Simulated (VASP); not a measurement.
A run of VASP 6.6.1 is set up as follows.

POSCAR

```
AgI
1.0
    0.0000000000      3.2886327781      3.2886327781
    3.2886327781      0.0000000000      3.2886327781
    3.2886327781      3.2886327781      0.0000000000
Ag I
1 1
Direct
    0.0000000000      0.0000000000      0.0000000000
    0.2500000000      0.2500000000      0.2500000000
```

Contents of INCAR.step1:

```
SYSTEM = AgI
PREC     = Accurate       ! precision mode
ENCUT    = 400            ! plane-wave cutoff, eV
EDIFF    = 1E-5           ! SCF threshold, eV
ISMEAR   = 0              ! smearing method
SIGMA    = 0.01           ! smearing width, eV
LREAL    = .False.        ! projectors in reciprocal space
LASPH    = .True.         ! aspherical terms in the spheres
NELM     = 120            ! most SCF steps
ALGO     = Normal         ! electronic algorithm
ISIF     = 2              ! what is computed and relaxed
LWAVE    = .True.         ! write WAVECAR
GGA      = PE             ! functional
NBANDS   = 16             ! bands
GGA_COMPAT= .False.
```

File INCAR.step2:

```
SYSTEM = AgI
PREC     = Accurate       ! precision mode
ENCUT    = 400            ! plane-wave cutoff, eV
EDIFF    = 1E-6           ! SCF threshold, eV
ISMEAR   = 0              ! smearing method
SIGMA    = 0.01           ! smearing width, eV
LREAL    = .False.        ! projectors in reciprocal space
LASPH    = .True.         ! aspherical terms in the spheres
NELM     = 120            ! most SCF steps
ALGO     = Normal         ! electronic algorithm
ISIF     = 2              ! what is computed and relaxed
LWAVE    = .False.        ! write WAVECAR
LCHARG   = .True.         ! write CHGCAR
GGA      = PE             ! functional
LHFCALC  = .True.         ! exact exchange
HFSCREEN = 0.2079         ! screening, 1/A
PRECFOCK = Normal       
LELF     = .True.         ! ELF
LVHAR    = .True.       
ISTART   = 1            
NBANDS   = 16             ! bands
GGA_COMPAT= .False.
```

Contents of KPOINTS:

```
regular mesh
0
Gamma
  4 4 4
  0 0 0
```

Potentials or basis: VASP PAW PBE potentials, release 64 (Ag, I).

Launch:

```sh
$ cat potpaw_PBE.64/Ag/POTCAR potpaw_PBE.64/I/POTCAR > POTCAR
$ cp INCAR.step1 INCAR
$ mpirun -np 1 vasp_std > vasp.out
$ cp INCAR.step2 INCAR
$ mpirun -np 1 vasp_std > vasp.out
```

Task: What does it give for the band gap on the k mesh?

Result: 2.48 eV.

Task: Estimate the pressure.

Result: 0.4 GPa.

Caveat: the PAW data sets were made with another functional, which shifts forces and pressure a little; spin-orbit coupling is left out, which moves the levels of the heavy elements.
